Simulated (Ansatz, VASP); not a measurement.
# SiC in VASP and in Ansatz

POSCAR

```
SiC
1.0
    1.5670239811      0.9047217173      5.3212273245
   -1.5670239811      0.9047217173      5.3212273245
    0.0000000000     -1.8094434346      5.3212273245
C Si
2 2
Direct
    0.4489543547      0.4489543547      0.4489543547
    0.5510456453      0.5510456453      0.5510456453
    0.9253504693      0.9253504693      0.9253504693
    0.0746495307      0.0746495307      0.0746495307
```

File INCAR.step1:

```
SYSTEM = SiC
PREC = Accurate
ENCUT = 520
ISMEAR = 0
SIGMA = 0.01
LREAL = .False.
LASPH = .True.
NELM = 100
NBANDS = 16
GGA = PE
ALGO = Normal
EDIFF = 1E-4
LWAVE = .True.
LCHARG = .False.
```

File INCAR.step2:

```
SYSTEM = SiC
PREC = Accurate
ENCUT = 520
EDIFF = 1E-7
ISMEAR = 0
SIGMA = 0.01
LREAL = .False.
LASPH = .True.
NELM = 100
ALGO = Normal
ISIF = 2
LWAVE = .False.
LCHARG = .True.
METAGGA = R2SCAN
LMIXTAU = .True.
LELF = .True.
LVHAR = .True.
NBANDS = 16
ISTART = 1
```

File KPOINTS:

```
Automatic mesh
0
Gamma
  10 10 10
  0 0 0
```

Input for Ansatz:

```yaml
crystal:
  lattice:
    - [1.5670239811, 0.9047217173, 5.3212273245]
    - [-1.5670239811, 0.9047217173, 5.3212273245]
    - [0.0, -1.8094434346, 5.3212273245]
  atoms:
    - { symbol: C, position: [0.4489543547, 0.4489543547, 0.4489543547] }
    - { symbol: Si, position: [0.9253504693, 0.9253504693, 0.9253504693] }
    - { symbol: Si, position: [0.0746495307, 0.0746495307, 0.0746495307] }
    - { symbol: C, position: [0.5510456453, 0.5510456453, 0.5510456453] }
kpoints:
  mp_grid: { grid: [10, 10, 10] }
  band_path:
    path:
      - [0.0, 0.0, 0.0]
      - [0.5, 0.5, 0.5]
      - [0.8146824081, 0.1853175919, 0.5]
      - [0.5, -0.1853175919, 0.1853175919]
      - [0.5, 0.0, 0.0]
      - [0.3426587959, -0.3426587959, 0.0]
      - [0.6573412041, 0.0, 0.3426587959]
      - [0.5, 0.0, 0.5]
    npoints: 1
hamiltonian:
  xc: r2scan
scf:
  occupations: { method: fixed }
  n_extra_bands: 5
output:
  forces: true
  stress: true
  eigenvalues: true
```

Change from the starting cell: biaxial_xy strain +1.7%.

Alike in both runs: task single point; functional r2SCAN; k mesh 10 × 10 × 10; no spin polarisation.

|  | VASP | Ansatz |
| --- | --- | --- |
| version | VASP 6.6.1 | Ansatz 0.2.0 |
| potentials or method | VASP PAW PBE potentials, release 64 (C, Si) | plane waves, PAW |
| plane-wave cutoff (eV) | 520 | 500 |
| occupations | gaussian, width 0.01 eV | fixed |
| valence electrons in the cell | 16 | 16 |

VASP gave:

* gap on the k mesh at the Fermi level (eV): 0.90
* pressure (GPa): -6.4
* rms of the force components (eV/Å): 0.013

Q: Which values does Ansatz return?

A: gap on the k mesh at the Fermi level (eV): 0.89; pressure (GPa): -6.3; rms of the force components (eV/Å): 0.001.

VASP's potentials were made for PBE, not for r2SCAN.
